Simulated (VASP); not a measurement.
Write the native input for VASP 6.6.1 that does the following.

| Quantity | Value |
| --- | --- |
| Task | electric field gradients |
| Functional | PBE |
| Potentials or basis | VASP PAW PBE potentials, release 64 (Zr_sv, C) |
| Cutoff | 520 eV |
| k mesh | 11 × 11 × 11 |
| Occupations | fermi-dirac, width 0.03 eV |
| Spin | no spin polarisation |
| Dipole correction | no |
| Further INCAR settings | ALGO = Normal; EDIFF = 1e-08; NBANDS = 15 |

The structure of ZrC (zincblende type) lies in POSCAR:

```
ZrC
1.0
    0.0000000000      2.5703802416      2.5703802416
    2.5703802416      0.0000000000      2.5703802416
    2.5703802416      2.5703802416      0.0000000000
Zr C
1 1
Direct
    0.0000000000      0.0000000000      0.0000000000
    0.2500000000      0.2500000000      0.2500000000
```

This cell differs from its parent crystal: volume scaled by 1.03.

One way to write it, as run:

INCAR

```
SYSTEM = ZrC
PREC = Accurate
ENCUT = 520
EDIFF = 1E-8
ISMEAR = -1
SIGMA = 0.03
LREAL = .FALSE.
LASPH = .TRUE.
NELM = 100
ALGO = Normal
ISIF = 2
LWAVE = .FALSE.
LCHARG = .FALSE.
GGA = PE
LEFG = .TRUE.
NBANDS = 15
```

KPOINTS

```
Automatic mesh
0
G
  11 11 11
  0 0 0
```

Potentials or basis: VASP PAW PBE potentials, release 64 (Zr_sv, C).

Run with:

```console
$ cat potpaw_PBE.64/Zr_sv/POTCAR potpaw_PBE.64/C/POTCAR > POTCAR
$ mpirun -np 1 vasp_std > vasp.out
```

It gave:

```json
{
 "Pressure": "-4.0 GPa",
 "Band gap on the k mesh": "0.54 eV, indirect (least direct gap 0.56 eV)"
}
```

Caveat: without QUAD_EFG the Cq values of the log hold for a quadrupole moment of 1 mb, not for the nuclei.

Run time: 19 s on 1 thread of Intel(R) Xeon(R) Platinum 8488C (Sapphire Rapids), on a shared host, peak memory 0.17 GiB.
